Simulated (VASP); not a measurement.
Set up this calculation in VASP 6.6.1, as the native input.

```yaml
Task: single point
Functional: PBE
Potentials_or_basis: VASP PAW PBE potentials, release 64 (Ba_sv, W_sv)
Cutoff: 520 eV
k_mesh: 6 × 6 × 2
Occupations: gaussian, width 0.1 eV
Spin: no spin polarisation
Dipole_correction: no
Further_INCAR_settings: ALGO = Normal; EDIFF = 1e-06; NBANDS = 45
```

The structure of BaW lies in POSCAR:

```
BaW
1.0
    5.3555471904      0.0000000000      0.0000000000
   -2.6777735952      4.6380399180      0.0000000000
    0.0000000000      0.0000000000      6.3658350410
Ba W
3 3
Direct
    0.6941546518      0.0000000000      0.6666666667
    0.0000000000      0.6941546518      0.3333333333
    0.3058453482      0.3058453482      0.0000000000
    0.5763475246      0.0000000000      0.1666666667
    0.0000000000      0.5763475246      0.8333333333
    0.4236524754      0.4236524754      0.5000000000
```

The input as run:

INCAR

```
SYSTEM = BaW
  ALGO = Normal
  EDIFF = 1E-6
  ENCUT = 520
  GGA = PE
  ISIF = 2
  ISMEAR = 0
  LASPH = .TRUE.
  LCHARG = .TRUE.
  LELF = .TRUE.
  LREAL = .FALSE.
  LVHAR = .TRUE.
  LWAVE = .FALSE.
  NBANDS = 45
  NELM = 80
  PREC = Accurate
  SIGMA = 0.1
```

KPOINTS

```
k-points
0
G
  6 6 2
  0 0 0
```

Potentials or basis: VASP PAW PBE potentials, release 64 (Ba_sv, W_sv).

Launch:

```console
$ cat potpaw_PBE.64/Ba_sv/POTCAR potpaw_PBE.64/W_sv/POTCAR > POTCAR
$ mpirun -np 1 vasp_std > vasp.out
```

It gave:

```json
{"Pressure": "2.3 GPa", "Largest force": "0.248 eV/Å", "Band gap on the k mesh": "zero (bands 36 and 37 overlap by 0.38 eV)"}
```

Caveat: the k points lie up to 0.49 Å⁻¹ apart; spin-orbit coupling is left out, which moves the levels of the heavy elements.

Wall time 64 s on 1 thread of Intel(R) Xeon(R) 6975P-C (Granite Rapids), on a shared host, peak memory 0.3 GiB.
